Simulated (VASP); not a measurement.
Runs of VASP 6.6.1 on Mo. The structure is that of space group Fd-3m (No. 227), or close to it. The cells are those of the table. 

```csv
task,cell,cutoff (eV),k mesh for the DOS,occupations for the DOS,gap on the mesh (eV),pressure (GPa)
relaxation of cell and atoms,"relaxed from a = 3.787 Å, angles 60.0°, 2 atoms",600,-,-,none,0.0
single point,"a = 3.759 Å, angles 60.0°, 2 atoms",520,-,-,none,(a)
single point,"a = 3.968 Å, angles 60.0°, 2 atoms",520,-,-,none,(b)
single point,"a = 3.251 Å, angles 60.0°, 2 atoms",520,-,-,none,255.6
single point,"a = 3.041 Å, angles 60.0°, 2 atoms",520,-,-,none,521.2
single point,"a = 3.605 Å, angles 60.0°, 2 atoms",520,-,-,none,63.6
```

Alike in all rows: level PBEsol; potentials or basis VASP PAW PBE potentials, release 64 (Mo_sv); no spin polarisation; k mesh 12 × 12 × 12; smearing fermi-dirac 0.08 eV.

Problem. Estimate the missing entries.

Solution. (a) 27.9; (b) 0.5.

Caveats: the PAW data sets were made with another functional, which shifts forces and pressure a little.

A k mesh can miss the band edges, and the runs leave out spin-orbit coupling on Mo.

A gap of «none» marks levels without a gap at the run's occupations.
